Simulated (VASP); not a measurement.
# Ta3Se (P6_3/mmc) in VASP: single point with r2SCAN

Aim: the single point of Ta3Se with r2SCAN.

Program: VASP 6.6.1. These are calculated values, not measurements. Logs are shortened: lines on timing, memory, paths and dates and some standing lists are left out, and cuts for length are marked.

**1. The cell of the first run**

The structure is hexagonal, space group P6_3/mmc (No. 194). The conventional cell has a = 5.737 Å, b = 5.737 Å, c = 4.890 Å, α = 90.00°, β = 90.00°, γ = 120.00°. Within 3.6 Å of Ta (site symmetry mm2) lie 8 Ta at 2.77 to 2.97 Å and 4 Se at 2.87 to 2.99 Å. Se (site symmetry -6m2) has 12 Ta at 2.87 to 2.99 Å within 3.8 Å.

**2. Single point, r2SCAN**

File POSCAR:

```
Ta3Se
1.0
    5.7368029654      0.0000000000      0.0000000000
   -2.8684014827      4.9682171045      0.0000000000
    0.0000000000      0.0000000000      4.8896469718
Ta Se
6 2
Direct
    0.8391133099      0.6782266197      0.2500000000
    0.1608866901      0.8391133099      0.7500000000
    0.3217733803      0.1608866901      0.2500000000
    0.1608866901      0.3217733803      0.7500000000
    0.8391133099      0.1608866901      0.2500000000
    0.6782266197      0.8391133099      0.7500000000
    0.3333333333      0.6666666667      0.2500000000
    0.6666666667      0.3333333333      0.7500000000
```

File INCAR.step1:

```
ALGO     = Normal         # electronic algorithm
EDIFF    = 1E-4           # SCF threshold, eV
ENCUT    = 520            # plane-wave cutoff, eV
GGA      = PE             # functional
ISMEAR   = 0              # smearing method
LASPH    = T              # aspherical terms in the spheres
LCHARG   = F              # write CHGCAR
LREAL    = F              # projectors in reciprocal space
LWAVE    = T              # write WAVECAR
NBANDS   = 49             # bands
NELM     = 80             # most SCF steps
PREC     = Accurate       # precision mode
SIGMA    = 0.1            # smearing width, eV
```

File INCAR.step2:

```
ALGO     = Normal         # electronic algorithm
EDIFF    = 1E-7           # SCF threshold, eV
ENCUT    = 520            # plane-wave cutoff, eV
ISIF     = 2              # what is computed and relaxed
ISMEAR   = 0              # smearing method
ISTART   = 1            
LASPH    = T              # aspherical terms in the spheres
LCHARG   = T              # write CHGCAR
LELF     = T              # ELF
LMIXTAU  = T            
LREAL    = F              # projectors in reciprocal space
LVHAR    = T            
LWAVE    = F              # write WAVECAR
METAGGA  = R2SCAN         # meta-GGA
NBANDS   = 49             # bands
NELM     = 80             # most SCF steps
PREC     = Accurate       # precision mode
SIGMA    = 0.1            # smearing width, eV
```

File KPOINTS:

```
k-points
0
Gamma
  3 3 4
```

Potentials or basis: VASP PAW PBE potentials, release 64 (Ta_pv, Se).

Launch:

```
cat potpaw_PBE.64/Ta_pv/POTCAR potpaw_PBE.64/Se/POTCAR > POTCAR
cp INCAR.step1 INCAR
mpirun -np 1 vasp_std > vasp.out
cp INCAR.step2 INCAR
mpirun -np 1 vasp_std > vasp.out
```

OUTCAR:

```text
EDIFF = 1E-7
   ENCUT = 520
   ISIF = 2
   ISMEAR = 0
   ISTART = 1
   LASPH = T
   LREAL = F
   METAGGA = R2SCAN
   NELM = 80
   PREC = Accurate

 ion  position               nearest neighbor table
   1  0.839  0.678  0.250-   3 2.77   5 2.77   7 2.87   7 2.87   2 2.92   2 2.92   6 2.92   6 2.92
                             5 2.97   3 2.97   8 2.99   8 2.99
   2  0.161  0.839  0.750-   4 2.77   6 2.77   8 2.87   8 2.87   3 2.92   3 2.92   1 2.92   1 2.92
                             4 2.97   6 2.97   7 2.99   7 2.99
   3  0.322  0.161  0.250-   1 2.77   5 2.77   7 2.87   7 2.87   2 2.92   2 2.92   4 2.92   4 2.92
                             1 2.97   5 2.97   8 2.99   8 2.99
   4  0.161  0.322  0.750-   2 2.77   6 2.77   8 2.87   8 2.87   5 2.92   5 2.92   3 2.92   3 2.92
                             2 2.97   6 2.97   7 2.99   7 2.99
   5  0.839  0.161  0.250-   1 2.77   3 2.77   7 2.87   7 2.87   6 2.92   6 2.92   4 2.92   4 2.92
                             1 2.97   3 2.97   8 2.99   8 2.99
   6  0.678  0.839  0.750-   4 2.77   2 2.77   8 2.87   8 2.87   5 2.92   5 2.92   1 2.92   1 2.92
                             4 2.97   2 2.97   7 2.99   7 2.99
   7  0.333  0.667  0.250-   3 2.87   1 2.87   5 2.87   5 2.87   3 2.87   1 2.87   4 2.99   4 2.99
                             2 2.99   2 2.99   6 2.99   6 2.99
   8  0.667  0.333  0.750-   6 2.87   4 2.87   2 2.87   2 2.87   6 2.87   4 2.87   1 2.99   1 2.99
                             5 2.99   5 2.99   3 2.99   3 2.99

  LATTYP: Found a hexagonal cell.
 ALAT       =     5.7368029654
 C/A-ratio  =     0.8523295991

  Lattice vectors:

 A1 = (   5.7368029654,   0.0000000000,   0.0000000000)
 A2 = (  -2.8684014827,   4.9682171045,   0.0000000000)
 A3 = (   0.0000000000,   0.0000000000,   4.8896469718)

Analysis of symmetry for initial positions (statically):
=====================================================================
 Subroutine PRICEL returns:
 Original cell was already a primitive cell.

 Routine SETGRP: Setting up the symmetry group for a
 hexagonal supercell.

 Subroutine GETGRP returns: Found 24 space group operations
 (whereof 12 operations were pure point group operations)
 out of a pool of 24 trial point group operations.

The static configuration has the point symmetry D_3d.
 The point group associated with its full space group is D_6h.

Analysis of symmetry for dynamics (positions and initial velocities):
=====================================================================
 Subroutine PRICEL returns:
 Original cell was already a primitive cell.

 Routine SETGRP: Setting up the symmetry group for a
 hexagonal supercell.

 Subroutine GETGRP returns: Found 24 space group operations
[... 110 lines left out ...]
   PSTRESS=    0.0 pullay stress
   NELECT =      78.0000    total number of electrons
   NUPDOWN=      -1.0000    fix difference up-down
   EMIN   =  10.00;   EMAX   =-10.00  energy-range for DOS
   EFERMI =   0.00;   METHOD = LEGACY
   ISMEAR =     0;   SIGMA  =   0.10  broadening in eV -4-tet -1-fermi 0-gaus
   EFERMI_NEDOS =   21; number of points for ismear=-14 and -15
   IALGO  =     38    algorithm
   IMIX   =      4    mixing-type and parameters
     AMIX     =   0.40;   BMIX     =  1.00
     AMIX_MAG =   1.60;   BMIX_MAG =  1.00
  volume/ion in A,a.u.               =      17.42       117.56
  Fermi-wavevector in a.u.,A,eV,Ry     =   1.349140  2.549505 24.765037  1.820179
  Thomas-Fermi vector in A             =   2.476751
   LORBIT       =      0    0 simple, 1 ext, 2 COOP (PROOUT), +10 PAW based schemes
   METAGGA = R2SCAN    functional components
   LHFCALC =     F    Hartree Fock is set to
   AEXX    =    0.0000 exact exchange contribution
   IVDW    =     0    specifies the selected vdW correction
   LEPSILON=     F    determine dielectric tensor
   LRPA    =     F    only Hartree local field effects (RPA)
 non-spin polarized calculation
 Gauss-broadening in eV      SIGMA  =   0.10
  energy-cutoff  :      520.00
  volume of cell :      139.36
 maximum number of plane-waves:      3775
 NGX is ok and might be reduce to    42
   NGX = 21   NGY = 21   NGZ = 19

 number of electron      78.0000015 magnetization

 Free energy of the ion-electron system (eV)
  ---------------------------------------------------
  ext. energy  EPLUGINS =         0.00000000
  ---------------------------------------------------
  free energy    TOTEN  =      -318.58738471 eV

  energy without entropy =     -318.56249662  energy(sigma->0) =     -318.57494066

 E-fermi :   7.1944     XC(G=0): -13.3840

 val. band max:        7.1764127522   @ k =   0.0000   0.0000   0.5000
 cond. band min:       7.2447480914   @ k =   0.3333   0.3333   0.5000
 fundamental gap:      0.0683353392
 Fermi energy:         7.1943738305

 k-point     1 :       0.0000    0.0000    0.0000
  band No.  band energies     occupation
      1     -29.1121      2.00000
      2     -28.9089      2.00000
      3     -28.8708      2.00000
      4     -28.7840      2.00000
      5     -28.7840      2.00000
      6     -28.7046      2.00000
[... 457 lines left out ...]
     48       9.1400      0.00000
     49      10.4284      0.00000

------------------------ aborting loop because EDIFF is reached ----------------------------------------

  FORCE on cell =-STRESS in cart. coord.  units (eV):
  Direction    XX          YY          ZZ          XY          YZ          ZX
  --------------------------------------------------------------------------------------
  -------------------------------------------------------------------------------------
  Total        0.6449747      0.6449747      0.5032172      0.0000000     -0.0000000      0.0000000
  in kB        7.4148996      7.4148996      5.7851957      0.0000000     -0.0000000      0.0000000
  external PRESSURE =       6.8716649 kB  Pullay stress =       0.0000000 kB

 VOLUME and BASIS-vectors are now :
 -----------------------------------------------------------------------------
  energy-cutoff  :      520.00
  volume of cell :      139.36
      direct lattice vectors                 reciprocal lattice vectors
     5.736802965  0.000000000  0.000000000     0.174313116  0.100639724  0.000000000
    -2.868401483  4.968217104  0.000000000     0.000000000  0.201279449  0.000000000
     0.000000000  0.000000000  4.889646972     0.000000000  0.000000000  0.204513742

 POSITION                                       TOTAL-FORCE (eV/Angst)
 -----------------------------------------------------------------------------------
      2.86840      3.36958      1.22241         0.000000      0.005173     -0.000000
     -1.48394      4.16890      3.66724        -0.004480      0.002586      0.000000
      1.38446      0.79932      1.22241        -0.004480     -0.002586      0.000000
     -0.00000      1.59864      3.66724         0.000000     -0.005173      0.000000
      4.35234      0.79932      1.22241         0.004480     -0.002586      0.000000
      1.48394      4.16890      3.66724         0.004480      0.002586     -0.000000
     -0.00000      3.31214      1.22241         0.000000     -0.000000      0.000000
      2.86840      1.65607      3.66724         0.000000     -0.000000      0.000000
 -----------------------------------------------------------------------------------
    total drift:                                0.000000     -0.000000      0.000000

  FREE ENERGIE OF THE ION-ELECTRON SYSTEM (eV)
  ---------------------------------------------------
  free  energy   TOTEN  =      -318.5873847056 eV

  energy  without entropy=     -318.5624966233  energy(sigma->0) =     -318.57494066
```

OUTCAR.step1:

```text
EDIFF = 1E-4
   ENCUT = 520
   GGA = PE
   ISMEAR = 0
[... 706 lines left out ...]
      4.35234      0.79932      1.22241        -0.137386      0.079320      0.000000
      1.48394      4.16890      3.66724        -0.137386     -0.079320     -0.000000
     -0.00000      3.31214      1.22241         0.000000     -0.000000      0.000000
      2.86840      1.65607      3.66724         0.000000      0.000000      0.000000
 -----------------------------------------------------------------------------------
    total drift:                                0.000000     -0.000000      0.000000

  FREE ENERGIE OF THE ION-ELECTRON SYSTEM (eV)
  ---------------------------------------------------
  free  energy   TOTEN  =       -76.2024431401 eV

  energy  without entropy=      -76.1670832700  energy(sigma->0) =      -76.18476321
```

Run time: 2.6 min. Hardware: 1 thread of Intel Xeon 6975P-C (Granite Rapids), shared host; peak memory 0.32 GiB.

Results:

* Free energy: -318.5874 eV
* Pressure: 0.7 GPa
* Largest force: 0.005 eV/Å
* Band gap on the k mesh: zero (band 39 reaches 7.80 eV, above the bottom of band 40 at 7.03 eV)

Forces in eV/Å, atoms in the order of the input:
```
Ta   0.000  0.005  0.000
Ta  -0.004  0.003  0.000
Ta  -0.004 -0.003  0.000
Ta   0.000 -0.005  0.000
Ta   0.004 -0.003  0.000
Ta   0.004  0.003  0.000
Se   0.000  0.000  0.000
Se   0.000  0.000  0.000
```

Caveat: the k points lie up to 0.42 Å⁻¹ apart; the PAW data sets were made with another functional, which shifts forces and pressure a little; spin-orbit coupling is left out, which moves the levels of the heavy elements.
